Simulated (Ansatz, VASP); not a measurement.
# KI: VASP beside Ansatz

```
K I
1.0
     0.00000    3.96589    3.96589
     3.96589    0.00000    3.96589
     3.96589    3.96589    0.00000
K I
1 1
Direct
  0.00000 0.00000 0.00000
  0.25000 0.25000 0.25000
```

Alike in both runs: task single point; functional PBE; k mesh 4 × 4 × 4; occupations fermi-dirac, width 0.2 eV; no spin polarisation.

|  | VASP | Ansatz |
| --- | --- | --- |
| version | VASP 6.6.1 | Ansatz 0.2.0 |
| potentials or method | VASP PAW PBE potentials, release 64 (K_sv, I) | plane waves |
| plane-wave cutoff (eV) | 500 | 420 |
| valence electrons in the cell | 16 | 26 |

```csv
,VASP,Ansatz,Ansatz less VASP
pressure (GPa),0.2,0.2,-0.02
```

VASP's potentials hold 16 valence electrons a cell and Ansatz's 26, so a difference there can come from the potentials and not from the codes.

Neither program's run includes spin-orbit coupling.
